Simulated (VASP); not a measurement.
**TlS2: single point with PBE**

The system is TlS2.

```
Tl S
1.0
     3.62127    0.00000    0.00000
     0.00000    3.62127    0.00000
     0.00000    0.00000    5.51081
Tl S
1 2
Direct
  0.50000 0.50000 0.50000
  0.00000 0.50000 0.00000
  0.50000 0.00000 0.00000
```

```yaml
Program: VASP 6.6.1
Task: single point
Functional: PBE
Potentials_or_basis: VASP PAW PBE potentials, release 64 (Tl_d, S)
Cutoff: 520 eV
k_mesh: 12 × 12 × 8
Occupations: gaussian, width 0.1 eV
Spin: no spin polarisation
Dipole_correction: no
Further_INCAR_settings: ALGO = Normal; EDIFF = 1e-07; NBANDS = 20
```

```
Pressure               : -0.1 GPa
Band gap on the k mesh : zero (an odd number of electrons rules out a gap without spin polarisation)
```

Levels at points of the mesh, in eV from the Fermi level:
```tsv
k point	band 8	band 9	band 10	band 11	band 12	band 13	band 14	band 15	band 16	band 17
(0.00, 0.00, 0.00)	-6.50	-5.17	-4.45	-4.45	0.13	2.90	2.90	3.97	6.04	6.29
(0.50, 0.00, 0.00)	-5.02	-3.20	-2.43	-2.15	-1.97	-1.26	-1.21	-0.48	5.54	7.94
(0.50, 0.50, 0.00)	-7.10	-6.58	-2.92	-1.87	-1.87	1.00	1.00	2.15	4.42	4.50
(0.00, 0.00, 0.50)	-7.98	-4.36	-4.36	-1.90	0.16	1.82	2.93	2.93	4.13	5.02
(0.50, 0.00, 0.50)	-6.11	-3.63	-2.04	-1.97	-1.53	-1.23	-0.62	1.65	3.85	6.80
(0.50, 0.50, 0.50)	-6.94	-6.58	-4.01	-2.81	-2.81	2.88	2.88	3.77	4.41	4.50
```

It took 63 s on 1 thread of Intel(R) Xeon(R) 6975P-C (Granite Rapids) (shared host), peak memory 0.31 GiB.

Caveat: spin-orbit coupling is left out, which moves the levels of the heavy elements; an odd number of electrons without spin polarisation forces a metal; a magnetic or distorted state may lie lower.
